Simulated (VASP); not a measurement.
Set up this calculation in VASP 6.6.1, as the native input.

```
Task                               : single point
Functional                         : PBE-based screened hybrid with 20 % exact exchange
Potentials or basis                : VASP PAW PBE potentials, release 64 (Mn_pv, O)
Cutoff                             : 520 eV
k mesh                             : 5 × 5 × 5
Occupations                        : fermi-dirac, width 0.05 eV
Spin                               : collinear spin, ferromagnetic start
Starting moments                   : [4.0, 0.0] μB
Dipole correction                  : no
Grid for exact exchange (PRECFOCK) : Normal
Share of exact exchange            : 0.2
Further INCAR settings             : ALGO = Normal; EDIFF = 1e-06; NBANDS = 20
Screening parameter                : 0.2 1/Å
```

The system is MnO.

```
Mn O
1.0
     2.67239    0.00000    0.00000
     0.00000    2.67239    0.00000
     0.00000    0.00000    2.67239
Mn O
1 1
Direct
  0.00000 0.00000 0.00000
  0.50000 0.50000 0.50000
```

One way to write it, as run:

POSCAR

```
MnO
1.0
    2.6723886600      0.0000000000      0.0000000000
    0.0000000000      2.6723886600      0.0000000000
    0.0000000000      0.0000000000      2.6723886600
Mn O
1 1
Direct
    0.0000000000      0.0000000000      0.0000000000
    0.5000000000      0.5000000000      0.5000000000
```

INCAR.step1

```
PREC = Accurate
ENCUT = 520
EDIFF = 1E-5
ISMEAR = -1
SIGMA = 0.05
LREAL = F
LASPH = T
NELM = 150
ALGO = Normal
ISIF = 2
LWAVE = T
LCHARG = F
ISPIN = 2
MAGMOM = 4 0
LORBIT = 11
LMAXMIX = 4
NBANDS = 20
GGA = PE
```

INCAR.step2

```
PREC = Accurate
ENCUT = 520
EDIFF = 1E-6
ISMEAR = -1
SIGMA = 0.05
LREAL = F
LASPH = T
NELM = 150
ALGO = Normal
ISIF = 2
LWAVE = F
LCHARG = F
ISPIN = 2
MAGMOM = 4 0
LORBIT = 11
LMAXMIX = 4
GGA = PE
LHFCALC = T
AEXX = 0.2
HFSCREEN = 0.2
PRECFOCK = Normal
NBANDS = 20
ISTART = 1
```

KPOINTS

```
regular mesh
0
Gamma
  5 5 5
```

Potentials or basis: VASP PAW PBE potentials, release 64 (Mn_pv, O).

The run is started by

```bash
$ cat potpaw_PBE.64/Mn_pv/POTCAR potpaw_PBE.64/O/POTCAR > POTCAR
$ cp INCAR.step1 INCAR
$ mpirun -np 1 vasp_std > vasp.out
$ cp INCAR.step2 INCAR
$ mpirun -np 1 vasp_std > vasp.out
```

Results of the run:

| Property | Result |
| --- | --- |
| Pressure | 17.9 GPa |
| Band gap on the k mesh | 1.69 eV (least direct gap 2.49 eV) |
| Net moment | 4.99 μB per cell |
| Site moments | Mn +4.56; O +0.24 μB |
| Valence electrons inside the program's atomic spheres | Mn 11.37; O 5.04 |

Caveat: the k points lie up to 0.47 Å⁻¹ apart; the PAW data sets were made with another functional, which shifts forces and pressure a little; an odd mesh through Γ misses points on the zone boundary, where band edges can lie; a cell with one magnetic atom can't hold antiferromagnetic order, which such compounds often take.

It took 13 min on 1 thread of Intel(R) Xeon(R) Platinum 8259CL CPU @ 2.50GHz (Skylake/Cascade Lake) (shared host), peak memory 0.24 GiB.
